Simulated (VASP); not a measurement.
# Ni (Im-3m) in VASP: a series of runs

Ni is run at these levels: PBE; tasks: single point, relaxation of cell and atoms.

All numbers are computed with VASP 6.6.1; they aren't measurements. Logs are shortened: lines on timing, memory, paths and dates and some standing lists are left out, and cuts for length are marked.

### Step 1. The cell of the first run

Symmetry: Im-3m, No. 229, cubic system. Conventional cell: a = 2.699 Å, b = 2.699 Å, c = 2.699 Å, α = 90.00°, β = 90.00°, γ = 90.00°. Within 3.1 Å of Ni (site symmetry m-3m) lie 14 Ni at 2.34 to 2.70 Å.

### Step 2. Single point, PBE (volume scaled by 0.9)

Contents of INCAR:

```
PREC = Accurate
ENCUT = 520
EDIFF = 1E-6
ISMEAR = -1
SIGMA = 0.1
LREAL = F
LASPH = T
NELM = 100
ALGO = Normal
ISIF = 2
LWAVE = F
LCHARG = F
GGA = PE
NBANDS = 11
```

Contents of KPOINTS:

```
Automatic mesh
0
Gamma
  21 21 21
```

Contents of POSCAR:

```
Ni
1.0
   -1.3495245429      1.3495245429      1.3495245429
    1.3495245429     -1.3495245429      1.3495245429
    1.3495245429      1.3495245429     -1.3495245429
Ni
1
Direct
    0.0000000000      0.0000000000      0.0000000000
```

Potentials or basis: VASP PAW PBE potentials, release 64 (Ni).

Run with:

```
cat potpaw_PBE.64/Ni/POTCAR > POTCAR
mpirun -np 1 vasp_std > vasp.out
```

OUTCAR:

```text
PREC = Accurate
   ENCUT = 520
   EDIFF = 1E-6
   ISMEAR = -1
   LREAL = F
   LASPH = T
   NELM = 100
   ISIF = 2
   GGA = PE

 ion  position               nearest neighbor table
   1  0.000  0.000  0.000-

  LATTYP: Found a body centered cubic cell.
 ALAT       =     2.6990490858

  Lattice vectors:

 A1 = (  -1.3495245429,   1.3495245429,   1.3495245429)
 A2 = (   1.3495245429,  -1.3495245429,   1.3495245429)
 A3 = (   1.3495245429,   1.3495245429,  -1.3495245429)

Analysis of symmetry for initial positions (statically):
=====================================================================
 Subroutine PRICEL returns:
 Original cell was already a primitive cell.

 Routine SETGRP: Setting up the symmetry group for a
 body centered cubic supercell.

 Subroutine GETGRP returns: Found 48 space group operations
 (whereof 48 operations were pure point group operations)
 out of a pool of 48 trial point group operations.

The static configuration has the point symmetry O_h .

Analysis of symmetry for dynamics (positions and initial velocities):
=====================================================================
 Subroutine PRICEL returns:
 Original cell was already a primitive cell.

 Routine SETGRP: Setting up the symmetry group for a
 body centered cubic supercell.

 Subroutine GETGRP returns: Found 48 space group operations
 (whereof 48 operations were pure point group operations)
 out of a pool of 48 trial point group operations.

The dynamic configuration has the point symmetry O_h .

 Subroutine INISYM returns: Found 48 space group operations
 (whereof 48 operations are pure point group operations),
 and found     1 'primitive' translations

----------------------------------------------------------------------------------------

                                     Primitive cell

  volume of cell :       9.8311

  direct lattice vectors                    reciprocal lattice vectors
    -1.349524543  1.349524543  1.349524543     0.000000000  0.370500857  0.370500857
     1.349524543 -1.349524543  1.349524543     0.370500857  0.000000000  0.370500857
     1.349524543  1.349524543 -1.349524543     0.370500857  0.370500857  0.000000000

  length of vectors
     2.337445074  2.337445074  2.337445074     0.523967337  0.523967337  0.523967337

  position of ions in fractional coordinates (direct lattice)
     0.000000000  0.000000000  0.000000000

  ion indices of the primitive-cell ions
   primitive index   ion index
                 1           1

----------------------------------------------------------------------------------------

 KPOINTS: Automatic mesh

Automatic generation of k-mesh.
 Grid dimensions read from file:
 generate k-points for:   21   21   21

 Generating k-lattice:

  Cartesian coordinates                     Fractional coordinates (reciprocal lattice)
     0.000000000  0.017642898  0.017642898     0.047619048  0.000000000  0.000000000
     0.017642898  0.000000000  0.017642898     0.000000000  0.047619048  0.000000000
     0.017642898  0.017642898  0.000000000     0.000000000  0.000000000  0.047619048

  Length of vectors
     0.024950826  0.024950826  0.024950826

  Shift w.r.t. Gamma in fractional coordinates (k-lattice)
     0.000000000  0.000000000  0.000000000

 Subroutine IBZKPT returns following result:
 ===========================================

 Found    286 irreducible k-points:

 Following reciprocal coordinates:
            Coordinates               Weight
  0.000000  0.000000  0.000000      1.000000
  0.047619  0.000000  0.000000     12.000000
  0.095238  0.000000  0.000000     12.000000
  0.142857  0.000000  0.000000     12.000000
  0.190476  0.000000  0.000000     12.000000
  0.238095  0.000000  0.000000     12.000000
[... 16 lines left out ...]
  0.142857  0.095238  0.000000     48.000000
  0.190476  0.095238 -0.000000     48.000000
 [... further k-points ...]
   k-points           NKPTS =    286   k-points in BZ     NKDIM =    286   number of bands    NBANDS=     11
   number of dos      NEDOS =    301   number of ions     NIONS =      1
   total plane-waves  NPLWV =   5832
   dimension x,y,z NGX =    18 NGY =   18 NGZ =   18
   dimension x,y,z NGXF=    36 NGYF=   36 NGZF=   36
   ions per type =               1
   NGX,Y,Z   is equivalent  to a cutoff of  12.80, 12.80, 12.80 a.u.
   NGXF,Y,Z  is equivalent  to a cutoff of  25.60, 25.60, 25.60 a.u.
 SYSTEM =  unknown system
   PREC   = accura    normal or accurate (medium, high low for compatibility)
   ISTART =      0    job   : 0-new  1-cont  2-samecut
   ICHARG =      2    charge: 1-file 2-atom 10-const
   ISPIN  =      1    spin polarized calculation?
   LNONCOLLINEAR =      F non collinear calculations
   LSORBIT =      F    spin-orbit coupling
   LASPH  =      T    aspherical Exc in radial PAW
   ENCUT  =  520.0 eV  38.22 Ry    6.18 a.u.   4.35  4.35  4.35*2*pi/ulx,y,z
   NELM   =    100;   NELMIN=  2; NELMDL= -5     # of ELM steps
   EDIFF  = 0.1E-05   stopping-criterion for ELM
   LREAL  =      F    real-space projection
   EDIFFG = 0.1E-04   stopping-criterion for IOM
   NSW    =      0    number of steps for IOM
   IBRION =     -1    ionic relax: 0-MD 1-quasi-New 2-CG
   NFREE  =      0    steps in history (QN), initial steepest desc. (CG)
   ISIF   =      2    stress and relaxation
   ISYM   =      2    0-nonsym 1-usesym 2-fastsym
   POTIM  = 0.5000    time-step for ionic-motion
   TEBEG  =    0.0;   TEEND  =   0.0 temperature during run
   PSTRESS=    0.0 pullay stress
   NELECT =      10.0000    total number of electrons
   NUPDOWN=      -1.0000    fix difference up-down
   EMIN   =  10.00;   EMAX   =-10.00  energy-range for DOS
   EFERMI =   0.00;   METHOD = LEGACY
   ISMEAR =    -1;   SIGMA  =   0.10  broadening in eV -4-tet -1-fermi 0-gaus
   EFERMI_NEDOS =   21; number of points for ismear=-14 and -15
   IALGO  =     38    algorithm
   IMIX   =      4    mixing-type and parameters
     AMIX     =   0.40;   BMIX     =  1.00
     AMIX_MAG =   1.60;   BMIX_MAG =  1.00
  volume/ion in A,a.u.               =       9.83        66.34
  Fermi-wavevector in a.u.,A,eV,Ry     =   1.646420  3.111283 36.881310  2.710700
  Thomas-Fermi vector in A             =   2.736051
   LORBIT       =      0    0 simple, 1 ext, 2 COOP (PROOUT), +10 PAW based schemes
   GGA     = PE    functional components
   LHFCALC =     F    Hartree Fock is set to
   AEXX    =    0.0000 exact exchange contribution
   IVDW    =     0    specifies the selected vdW correction
   LEPSILON=     F    determine dielectric tensor
   LRPA    =     F    only Hartree local field effects (RPA)
 non-spin polarized calculation
  energy-cutoff  :      520.00
  volume of cell :        9.83
 maximum number of plane-waves:       276
 NGX is ok and might be reduce to    18
   NGX =  9   NGY =  9   NGZ =  9

 number of electron      10.0000004 magnetization

 Free energy of the ion-electron system (eV)
  ---------------------------------------------------
  ext. energy  EPLUGINS =         0.00000000
  ---------------------------------------------------
  free energy    TOTEN  =        -5.31378231 eV

  energy without entropy =       -5.25450380  energy(sigma->0) =       -5.28414305

 E-fermi :  10.7081     XC(G=0): -13.8608

 val. band max:       10.7045567228   @ k =  -0.2381   0.2381   0.1905
 cond. band min:      10.7088110830   @ k =  -0.3810  -0.4762   0.2381
 fundamental gap:      0.0042543601
 Fermi energy:        10.7081443764

 k-point     1 :       0.0000    0.0000    0.0000
  band No.  band energies     occupation
      1       1.1443      2.00000
      2       8.5117      2.00000
      3       8.5117      2.00000
      4       8.5117      2.00000
      5      10.0405      1.99748
      6      10.0405      1.99748
      7      38.2255      0.00000
      8      38.2255      0.00000
      9      38.2255      0.00000
     10      43.8703      0.00000
     11      43.8703      0.00000

 k-point     2 :       0.0476    0.0000    0.0000
  band No.  band energies     occupation
      1       1.2460      2.00000
      2       8.4856      2.00000
      3       8.5095      2.00000
      4       8.5619      2.00000
      5      10.0135      1.99808
      6      10.0426      1.99743
      7      37.4772      0.00000
      8      38.0716      0.00000
      9      38.1313      0.00000
     10      43.1783      0.00000
     11      43.8702      0.00000

 k-point     3 :       0.0952    0.0000    0.0000
  band No.  band energies     occupation
      1       1.5473      2.00000
      2       8.4102      2.00000
      3       8.4978      2.00000
      4       8.7096      2.00000
      5       9.9437      1.99904
      6      10.0490      1.99726
      7      35.6568      0.00000
      8      37.5218      0.00000
      9      37.8858      0.00000
     10      42.2199      0.00000
     11      42.5431      0.00000

 k-point     4 :       0.1429    0.0000    0.0000
  band No.  band energies     occupation
      1       2.0367      2.00000
      2       8.2932      2.00000
      3       8.4652      2.00000
      4       8.9466      2.00000
      5       9.8621      1.99958
      6      10.0608      1.99692
      7      33.3295      0.00000
      8      36.5544      0.00000
      9      37.5658      0.00000
     10      40.3791      0.00000
     11      41.7021      0.00000
[... 239 lines left out ...]
 k-point    22 :       0.0952    0.0952    0.0000
  band No.  band energies     occupation
      1       2.3238      2.00000
      2       8.2834      2.00000
      3       8.3550      2.00000
      4       9.1198      2.00000
      5       9.7986      1.99978
      6      10.0930      1.99575
      7      32.9903      0.00000
      8      34.2623      0.00000
      9      38.5226      0.00000
     10      38.5591      0.00000
     11      42.1412      0.00000

 k-point    23 :       0.1429    0.0952    0.0000
  band No.  band energies     occupation
      1       2.9665      2.00000
      2       8.1526      2.00000
      3       8.2650      2.00000
      4       9.4513      1.99999
      5       9.7366      1.99988
      6      10.1310      1.99379
      7      30.8678      0.00000
      8      32.8119      0.00000
      9      37.0002      0.00000
     10      38.5093      0.00000
     11      42.3569      0.00000

 k-point    24 :       0.1905    0.0952   -0.0000
  band No.  band energies     occupation
      1       3.7286      2.00000
      2       7.9931      2.00000
      3       8.1864      2.00000
      4       9.7189      1.99990
      5       9.8453      1.99964
      6      10.1765      1.99023
      7      28.4153      0.00000
      8      31.7018      0.00000
      9      35.6180      0.00000
     10      38.3319      0.00000
     11      42.7526      0.00000

 [... further k-points ...]
[... 5 lines left out ...]
  --------------------------------------------------------------------------------------
  -------------------------------------------------------------------------------------
  Total        1.6134420      1.6134420      1.6134420      0.0000000      0.0000000     -0.0000000
  in kB      262.9429784    262.9429784    262.9429784      0.0000000      0.0000000     -0.0000000
  external PRESSURE =     262.9429784 kB  Pullay stress =       0.0000000 kB

 VOLUME and BASIS-vectors are now :
 -----------------------------------------------------------------------------
  energy-cutoff  :      520.00
  volume of cell :        9.83
      direct lattice vectors                 reciprocal lattice vectors
    -1.349524543  1.349524543  1.349524543     0.000000000  0.370500857  0.370500857
     1.349524543 -1.349524543  1.349524543     0.370500857  0.000000000  0.370500857
     1.349524543  1.349524543 -1.349524543     0.370500857  0.370500857  0.000000000

 POSITION                                       TOTAL-FORCE (eV/Angst)
 -----------------------------------------------------------------------------------
      0.00000      0.00000      0.00000         0.000000      0.000000      0.000000
 -----------------------------------------------------------------------------------
    total drift:                                0.000000      0.000000      0.000000

  FREE ENERGIE OF THE ION-ELECTRON SYSTEM (eV)
  ---------------------------------------------------
  free  energy   TOTEN  =        -5.3137823105 eV

  energy  without entropy=       -5.2545037959  energy(sigma->0) =       -5.28414305
```

Wall time 13 s (1 thread of Intel Xeon 6975P-C (Granite Rapids), shared host); peak memory 0.14 GiB.

Results:

* Free energy: -5.3138 eV
* Pressure: 26.3 GPa
* Band gap on the k mesh: zero (band 5 reaches 11.14 eV, above the bottom of band 6 at 9.97 eV)

Caveat: the run has no spin polarisation, though such a crystal can be magnetic. Spin polarisation is off, so any magnetic state and its effect on volume and gap are missing.

(Continued in part 2 of 2.)
